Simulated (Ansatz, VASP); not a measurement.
## ZnSe in VASP and in Ansatz

The input INCAR:

```
SYSTEM = ZnSe
PREC = Accurate ; ENCUT = 520
EDIFF = 1E-6 ; ISMEAR = 0
SIGMA = 0.05 ; LREAL = .FALSE.
LASPH = .TRUE. ; NELM = 80
ALGO = Normal ; ISIF = 2
LWAVE = .FALSE. ; LCHARG = .FALSE.
GGA = PE ; NBANDS = 16
```

KPOINTS

```
regular mesh
0
G
  10 10 10
  0 0 0
```

POSCAR

```
ZnSe
1.0
    0.0000000000      2.9403013867      2.9403013867
    2.9403013867      0.0000000000      2.9403013867
    2.9403013867      2.9403013867      0.0000000000
Zn Se
1 1
Direct
    0.0000000000      0.0000000000      0.0000000000
    0.7500000000      0.7500000000      0.7500000000
```

Input for Ansatz:

```yaml
crystal:
  lattice:
    - [0.0, 2.9403013867, 2.9403013867]
    - [2.9403013867, 0.0, 2.9403013867]
    - [2.9403013867, 2.9403013867, 0.0]
  atoms:
    - { symbol: Zn, position: [0.0, 0.0, 0.0] }
    - { symbol: Se, position: [0.75, 0.75, 0.75] }
basis:
  ecutwfc: 520.0
kpoints:
  mp_grid: { grid: [10, 10, 10] }
hamiltonian:
  xc: pbe
  pseudopotentials: { kind: paw, azcp: { folder: soft_1 } }
scf:
  occupations: { method: gaussian, width: 0.05 }
output:
  forces: true
  stress: true
  eigenvalues: true
```

Alike in both runs: task single point; functional PBE; k mesh 10 × 10 × 10; occupations gaussian, width 0.05 eV; no spin polarisation.

```csv
,VASP,Ansatz
version,VASP 6.6.1,Ansatz 0.2.0
potentials or method,"VASP PAW PBE potentials, release 64 (Zn, Se), cutoff 520 eV","scalar-relativistic, plane waves, PAW"
valence electrons in the cell,18,28
```

Ansatz gave:

| Property | Result |
| --- | --- |
| gap on the k mesh at the Fermi level (eV) | 0.86 |
| least direct gap on the mesh (eV) | 0.86 |
| pressure (GPa) | -3.6 |

What did VASP give for the same quantities?

gap on the k mesh at the Fermi level (eV): 0.86; least direct gap on the mesh (eV): 0.86; pressure (GPa): -3.5.

VASP's potentials hold 18 valence electrons a cell and Ansatz's 28, so a difference there can come from the potentials and not from the codes.
